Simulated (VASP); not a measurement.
Input of a VASP 6.6.1 run:

File INCAR:

```
SYSTEM = AgCl
  PREC = Accurate
  ENCUT = 520
  EDIFF = 1E-6
  ISMEAR = 0
  SIGMA = 0.05
  LREAL = .False.
  LASPH = .True.
  NELM = 80
  ALGO = Normal
  ISIF = 2
  LWAVE = .False.
  LCHARG = .False.
  GGA = PE
  NBANDS = 16
```

File KPOINTS:

```
Automatic mesh
0
Gamma
  8 8 8
  0 0 0
```

Contents of POSCAR:

```
AgCl
1.0
    0.0000000000      2.8060228508      2.8060228508
    2.8060228508      0.0000000000      2.8060228508
    2.8060228508      2.8060228508      0.0000000000
Ag Cl
1 1
Direct
    0.4925160227      0.5074839773      0.5673557959
    0.0227724446     -0.0227724446     -0.2049520017
```

Potentials or basis: VASP PAW PBE potentials, release 64 (Ag, Cl).

The run is started by

```bash
$ cat potpaw_PBE.64/Ag/POTCAR potpaw_PBE.64/Cl/POTCAR > POTCAR
$ mpirun -np 1 vasp_std > vasp.out
```

Question: Estimate the largest force.

Answer: 3.799 eV/Å.

Question: What does it give for the band gap on the k mesh?

Answer: 1.94 eV (least direct gap 2.10 eV).

Question: Predict the pressure.

Answer: 18.6 GPa.

Stress tensor (GPa, compression positive):
```
 36.98 -17.66   0.00
-17.66  16.46   0.00
  0.00   0.00   2.39
```

Caveat: the cell differs from its parent crystal (atoms displaced along a vibrational mode); the cell stands under pressure; forces of over 1 eV/Å act on the atoms, so gaps and moduli don't describe the material at rest. A k mesh can miss the band edges.
